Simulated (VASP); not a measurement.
# Lu3Si (Pm-3m) in VASP: notebook

Lu3Si is run at these levels: PBE; tasks: single point.

Everything below comes from runs of VASP 6.6.1. Logs are shortened: lines on timing, memory, paths and dates and some standing lists are left out, and cuts for length are marked.

## 1. The cell of the first run

Symmetry: Pm-3m, No. 221, cubic system. Conventional cell: a = 4.449 Å, b = 4.449 Å, c = 4.449 Å, α = 90.00°, β = 90.00°, γ = 90.00°. Within 4.1 Å of Lu (site symmetry 4/mmm) lie 8 Lu at 3.15 Å and 4 Si at 3.15 Å. Within 4.1 Å of Si (site symmetry m-3m) lie 12 Lu at 3.15 Å.

## 2. Single point, PBE

INCAR reads:

```
SYSTEM = Lu3Si
PREC = Accurate
ENCUT = 520
EDIFF = 1E-6
ISMEAR = -1
SIGMA = 0.05
LREAL = .FALSE.
LASPH = .TRUE.
NELM = 80
ALGO = Normal
ISIF = 2
LWAVE = .FALSE.
LCHARG = .FALSE.
GGA = PE
NBANDS = 48
```

KPOINTS reads:

```
regular mesh
0
G
  6 6 6
  0 0 0
```

POSCAR reads:

```
Lu3Si
1.0
    4.4487109663      0.0000000000      0.0000000000
    0.0000000000      4.4487109663      0.0000000000
    0.0000000000      0.0000000000      4.4487109663
Lu Si
3 1
Direct
    0.5000000000      0.5000000000      0.0000000000
    0.5000000000      0.0000000000      0.5000000000
    0.0000000000      0.5000000000      0.5000000000
    0.0000000000      0.0000000000      0.0000000000
```

Potentials or basis: VASP PAW PBE potentials, release 64 (Lu, Si).

Command:

```sh
cat potpaw_PBE.64/Lu/POTCAR potpaw_PBE.64/Si/POTCAR > POTCAR
mpirun -np 1 vasp_std > vasp.out
```

OUTCAR:

```text
SYSTEM = Lu3Si
   PREC = Accurate
   ENCUT = 520
   EDIFF = 1E-6
   ISMEAR = -1
   LREAL = .FALSE.
   LASPH = .TRUE.
   NELM = 80
   ISIF = 2
   GGA = PE

 ion  position               nearest neighbor table
   1  0.500  0.500  0.000-   2 3.15   3 3.15   4 3.15   2 3.15   3 3.15   2 3.15   4 3.15   2 3.15
                             3 3.15   4 3.15   3 3.15   4 3.15
   2  0.500  0.000  0.500-   1 3.15   3 3.15   4 3.15   1 3.15   4 3.15   1 3.15   3 3.15   1 3.15
                             3 3.15   4 3.15   4 3.15   3 3.15
   3  0.000  0.500  0.500-   1 3.15   2 3.15   4 3.15   1 3.15   4 3.15   2 3.15   4 3.15   4 3.15
                             1 3.15   2 3.15   1 3.15   2 3.15
   4  0.000  0.000  0.000-   1 3.15   2 3.15   3 3.15   2 3.15   3 3.15   1 3.15   3 3.15   3 3.15
                             1 3.15   2 3.15   2 3.15   1 3.15

  LATTYP: Found a simple cubic cell.
 ALAT       =     4.4487109663

  Lattice vectors:

 A1 = (   4.4487109663,   0.0000000000,   0.0000000000)
 A2 = (   0.0000000000,   4.4487109663,   0.0000000000)
 A3 = (   0.0000000000,   0.0000000000,   4.4487109663)

Analysis of symmetry for initial positions (statically):
=====================================================================
 Subroutine PRICEL returns:
 Original cell was already a primitive cell.

 Routine SETGRP: Setting up the symmetry group for a
 simple cubic supercell.

 Subroutine GETGRP returns: Found 48 space group operations
 (whereof 48 operations were pure point group operations)
 out of a pool of 48 trial point group operations.

The static configuration has the point symmetry O_h .

Analysis of symmetry for dynamics (positions and initial velocities):
=====================================================================
 Subroutine PRICEL returns:
 Original cell was already a primitive cell.

 Routine SETGRP: Setting up the symmetry group for a
 simple cubic supercell.

 Subroutine GETGRP returns: Found 48 space group operations
 (whereof 48 operations were pure point group operations)
 out of a pool of 48 trial point group operations.

The dynamic configuration has the point symmetry O_h .

 Subroutine INISYM returns: Found 48 space group operations
 (whereof 48 operations are pure point group operations),
 and found     1 'primitive' translations

----------------------------------------------------------------------------------------

                                     Primitive cell

  volume of cell :      88.0446

  direct lattice vectors                    reciprocal lattice vectors
     4.448710966  0.000000000  0.000000000     0.224784214  0.000000000  0.000000000
     0.000000000  4.448710966  0.000000000     0.000000000  0.224784214  0.000000000
     0.000000000  0.000000000  4.448710966     0.000000000  0.000000000  0.224784214

  length of vectors
     4.448710966  4.448710966  4.448710966     0.224784214  0.224784214  0.224784214

  position of ions in fractional coordinates (direct lattice)
     0.500000000  0.500000000  0.000000000
     0.500000000  0.000000000  0.500000000
     0.000000000  0.500000000  0.500000000
     0.000000000  0.000000000  0.000000000

  ion indices of the primitive-cell ions
   primitive index   ion index
                 1           1
                 2           2
                 3           3
                 4           4

----------------------------------------------------------------------------------------

 KPOINTS: regular mesh

Automatic generation of k-mesh.
 Grid dimensions read from file:
 generate k-points for:    6    6    6

 Generating k-lattice:

  Cartesian coordinates                     Fractional coordinates (reciprocal lattice)
     0.037464036  0.000000000  0.000000000     0.166666667  0.000000000  0.000000000
     0.000000000  0.037464036  0.000000000     0.000000000  0.166666667  0.000000000
     0.000000000  0.000000000  0.037464036     0.000000000  0.000000000  0.166666667

  Length of vectors
     0.037464036  0.037464036  0.037464036

  Shift w.r.t. Gamma in fractional coordinates (k-lattice)
     0.000000000  0.000000000  0.000000000

 Subroutine IBZKPT returns following result:
 ===========================================

 Found     20 irreducible k-points:

 Following reciprocal coordinates:
            Coordinates               Weight
  0.000000  0.000000  0.000000      1.000000
  0.166667  0.000000  0.000000      6.000000
  0.333333  0.000000  0.000000      6.000000
  0.500000  0.000000  0.000000      3.000000
  0.166667  0.166667  0.000000     12.000000
  0.333333  0.166667  0.000000     24.000000
[... 12 lines left out ...]
  0.500000  0.500000  0.333333      6.000000
  0.500000  0.500000  0.500000      1.000000
   k-points           NKPTS =     20   k-points in BZ     NKDIM =     20   number of bands    NBANDS=     48
   number of dos      NEDOS =    301   number of ions     NIONS =      4
   total plane-waves  NPLWV =  46656
   dimension x,y,z NGX =    36 NGY =   36 NGZ =   36
   dimension x,y,z NGXF=    72 NGYF=   72 NGZF=   72
   ions per type =               3   1
   NGX,Y,Z   is equivalent  to a cutoff of  13.45, 13.45, 13.45 a.u.
   NGXF,Y,Z  is equivalent  to a cutoff of  26.91, 26.91, 26.91 a.u.
 SYSTEM =  Lu3Si
   PREC   = accura    normal or accurate (medium, high low for compatibility)
   ISTART =      0    job   : 0-new  1-cont  2-samecut
   ICHARG =      2    charge: 1-file 2-atom 10-const
   ISPIN  =      1    spin polarized calculation?
   LNONCOLLINEAR =      F non collinear calculations
   LSORBIT =      F    spin-orbit coupling
   LASPH  =      T    aspherical Exc in radial PAW
   ENCUT  =  520.0 eV  38.22 Ry    6.18 a.u.   8.27  8.27  8.27*2*pi/ulx,y,z
   NELM   =     80;   NELMIN=  2; NELMDL= -5     # of ELM steps
   EDIFF  = 0.1E-05   stopping-criterion for ELM
   LREAL  =      F    real-space projection
   EDIFFG = 0.1E-04   stopping-criterion for IOM
   NSW    =      0    number of steps for IOM
   IBRION =     -1    ionic relax: 0-MD 1-quasi-New 2-CG
   NFREE  =      0    steps in history (QN), initial steepest desc. (CG)
   ISIF   =      2    stress and relaxation
   ISYM   =      2    0-nonsym 1-usesym 2-fastsym
   POTIM  = 0.5000    time-step for ionic-motion
   TEBEG  =    0.0;   TEEND  =   0.0 temperature during run
   PSTRESS=    0.0 pullay stress
   NELECT =      79.0000    total number of electrons
   NUPDOWN=      -1.0000    fix difference up-down
   EMIN   =  10.00;   EMAX   =-10.00  energy-range for DOS
   EFERMI =   0.00;   METHOD = LEGACY
   ISMEAR =    -1;   SIGMA  =   0.05  broadening in eV -4-tet -1-fermi 0-gaus
   EFERMI_NEDOS =   21; number of points for ismear=-14 and -15
   IALGO  =     38    algorithm
   IMIX   =      4    mixing-type and parameters
     AMIX     =   0.40;   BMIX     =  1.00
     AMIX_MAG =   1.60;   BMIX_MAG =  1.00
  volume/ion in A,a.u.               =      22.01       148.54
  Fermi-wavevector in a.u.,A,eV,Ry     =   1.579003  2.983883 33.922740  2.493251
  Thomas-Fermi vector in A             =   2.679448
   LORBIT       =      0    0 simple, 1 ext, 2 COOP (PROOUT), +10 PAW based schemes
   GGA     = PE    functional components
   LHFCALC =     F    Hartree Fock is set to
   AEXX    =    0.0000 exact exchange contribution
   IVDW    =     0    specifies the selected vdW correction
   LEPSILON=     F    determine dielectric tensor
   LRPA    =     F    only Hartree local field effects (RPA)
 non-spin polarized calculation
  energy-cutoff  :      520.00
  volume of cell :       88.04
 maximum number of plane-waves:      2401
 NGX is ok and might be reduce to    36
   NGX = 17   NGY = 17   NGZ = 17

 number of electron      78.9999951 magnetization

 Free energy of the ion-electron system (eV)
  ---------------------------------------------------
  ext. energy  EPLUGINS =         0.00000000
  ---------------------------------------------------
  free energy    TOTEN  =       -19.85225797 eV

  energy without entropy =      -19.80851980  energy(sigma->0) =      -19.83038888

 E-fermi :   4.1632     XC(G=0): -11.4668

 val. band max:        4.1525487663   @ k =   0.1667   0.0000   0.0000
 cond. band min:       4.1854282514   @ k =   0.3333   0.3333   0.1667
 fundamental gap:      0.0328794852
 Fermi energy:         4.1631821089

 k-point     1 :       0.0000    0.0000    0.0000
  band No.  band energies     occupation
      1     -51.9311      2.00000
      2     -51.8288      2.00000
      3     -51.8288      2.00000
      4     -23.0078      2.00000
      5     -23.0078      2.00000
      6     -23.0078      2.00000
[... 40 lines left out ...]
     47       7.8017      0.00000
     48      10.4653      0.00000

 k-point     2 :       0.1667    0.0000    0.0000
  band No.  band energies     occupation
      1     -51.9250      2.00000
      2     -51.8349      2.00000
      3     -51.8288      2.00000
      4     -22.9782      2.00000
      5     -22.9782      2.00000
      6     -22.9635      2.00000
[... 40 lines left out ...]
     47       8.1349      0.00000
     48       9.5267      0.00000

 k-point     3 :       0.3333    0.0000    0.0000
  band No.  band energies     occupation
      1     -51.9094      2.00000
      2     -51.8504      2.00000
      3     -51.8287      2.00000
      4     -22.9064      2.00000
      5     -22.9064      2.00000
      6     -22.8378      2.00000
[... 40 lines left out ...]
     47       8.1690      0.00000
     48       8.2329      0.00000

 k-point     4 :       0.5000    0.0000    0.0000
  band No.  band energies     occupation
      1     -51.8970      2.00000
      2     -51.8629      2.00000
      3     -51.8286      2.00000
      4     -22.8585      2.00000
      5     -22.8585      2.00000
      6     -22.6852      2.00000
[... 754 lines left out ...]
     47       7.7686      0.00000
     48       8.3380      0.00000

 k-point    19 :       0.5000    0.5000    0.3333
  band No.  band energies     occupation
      1     -51.8624      2.00000
      2     -51.8624      2.00000
      3     -51.8624      2.00000
      4     -23.2254      2.00000
      5     -22.9444      2.00000
      6     -22.8962      2.00000
[... 40 lines left out ...]
     47       7.5371      0.00000
     48       8.1852      0.00000

 k-point    20 :       0.5000    0.5000    0.5000
  band No.  band energies     occupation
      1     -51.8624      2.00000
      2     -51.8624      2.00000
      3     -51.8624      2.00000
      4     -23.2837      2.00000
      5     -22.9431      2.00000
      6     -22.9431      2.00000
[... 40 lines left out ...]
     47       7.3094      0.00000
     48       8.0569      0.00000

------------------------ aborting loop because EDIFF is reached ----------------------------------------

  FORCE on cell =-STRESS in cart. coord.  units (eV):
  Direction    XX          YY          ZZ          XY          YZ          ZX
  --------------------------------------------------------------------------------------
  -------------------------------------------------------------------------------------
  Total        1.8965014      1.8965014      1.8965014     -0.0000000     -0.0000000      0.0000000
  in kB       34.5112886     34.5112886     34.5112886     -0.0000000     -0.0000000      0.0000000
  external PRESSURE =      34.5112886 kB  Pullay stress =       0.0000000 kB

 VOLUME and BASIS-vectors are now :
 -----------------------------------------------------------------------------
  energy-cutoff  :      520.00
  volume of cell :       88.04
      direct lattice vectors                 reciprocal lattice vectors
     4.448710966  0.000000000  0.000000000     0.224784214  0.000000000  0.000000000
     0.000000000  4.448710966  0.000000000     0.000000000  0.224784214  0.000000000
     0.000000000  0.000000000  4.448710966     0.000000000  0.000000000  0.224784214

 POSITION                                       TOTAL-FORCE (eV/Angst)
 -----------------------------------------------------------------------------------
      2.22436      2.22436      0.00000         0.000000      0.000000      0.000000
      2.22436      0.00000      2.22436         0.000000      0.000000      0.000000
      0.00000      2.22436      2.22436         0.000000      0.000000      0.000000
      0.00000      0.00000      0.00000         0.000000      0.000000      0.000000
 -----------------------------------------------------------------------------------
    total drift:                                0.000000      0.000000      0.000000

  FREE ENERGIE OF THE ION-ELECTRON SYSTEM (eV)
  ---------------------------------------------------
  free  energy   TOTEN  =       -19.8522579660 eV

  energy  without entropy=      -19.8085197996  energy(sigma->0) =      -19.83038888
```

It took 1.9 min on 1 thread of Oxide Virtual Turin-like, shared host; peak memory 0.21 GiB.

Results:

- Free energy: -19.8523 eV
- Pressure: 3.5 GPa
- Band gap on the k mesh: zero (an odd number of electrons rules out a gap without spin polarisation)

Caveat: the cell stands under pressure; spin-orbit coupling is left out, which moves the levels of the heavy elements.

## 3. Single point, PBE

This run uses another cell than the first one, of 22.48 Å³/atom.

INCAR reads:

```
  PREC = Accurate
  ENCUT = 520
  EDIFF = 1E-6
  ISMEAR = -1
  SIGMA = 0.05
  LREAL = F
  LASPH = T
  NELM = 80
  ALGO = Normal
  ISIF = 2
  LWAVE = F
  LCHARG = F
  GGA = PE
  NBANDS = 48
```

KPOINTS reads:

```
regular mesh
0
Gamma
  6 6 6
```

POSCAR reads:

```
Lu3Si
1.0
    4.4800409490      0.0000000000      0.0000000000
    0.0000000000      4.4800409490      0.0000000000
    0.0000000000      0.0000000000      4.4800409490
Lu Si
3 1
Direct
    0.5000000000      0.5000000000      0.0000000000
    0.5000000000      0.0000000000      0.5000000000
    0.0000000000      0.5000000000      0.5000000000
    0.0000000000      0.0000000000      0.0000000000
```

Potentials or basis: VASP PAW PBE potentials, release 64 (Lu, Si).

Command:

```sh
cat potpaw_PBE.64/Lu/POTCAR potpaw_PBE.64/Si/POTCAR > POTCAR
mpirun -np 1 vasp_std > vasp.out
```

Run time: 2.3 min. Hardware: 1 thread of Oxide Virtual Turin-like, shared host; peak memory 0.21 GiB.

Results (log left out):

| Property | Result |
| --- | --- |
| Free energy | -19.8842 eV |
| Pressure | 2.0 GPa |
| Band gap on the k mesh | zero (an odd number of electrons rules out a gap without spin polarisation) |

Levels at points of the mesh, in eV from the Fermi level:
| k point | band 36 | band 37 | band 38 | band 39 | band 40 | band 41 | band 42 | band 43 | band 44 | band 45 |
| --- | --- | --- | --- | --- | --- | --- | --- | --- | --- | --- |
| (0.00, 0.00, 0.00) | -1.74 | -1.74 | -0.80 | -0.80 | -0.80 | -0.56 | -0.56 | -0.56 | 2.53 | 3.59 |
| (0.50, 0.00, 0.00) | -2.02 | -1.88 | -1.88 | -0.04 | 0.11 | 1.32 | 1.32 | 1.36 | 2.00 | 2.00 |
| (0.50, 0.50, 0.00) | -3.87 | -2.27 | -1.75 | 0.27 | 0.27 | 0.39 | 1.54 | 1.54 | 1.91 | 3.00 |
| (0.50, 0.50, 0.50) | -2.48 | -2.48 | -1.93 | -1.93 | -1.93 | 1.18 | 2.06 | 2.06 | 2.06 | 3.11 |

Caveat: spin-orbit coupling is left out, which moves the levels of the heavy elements.

The gap in the log of VASP goes by the Fermi energy; the results here count the filled bands.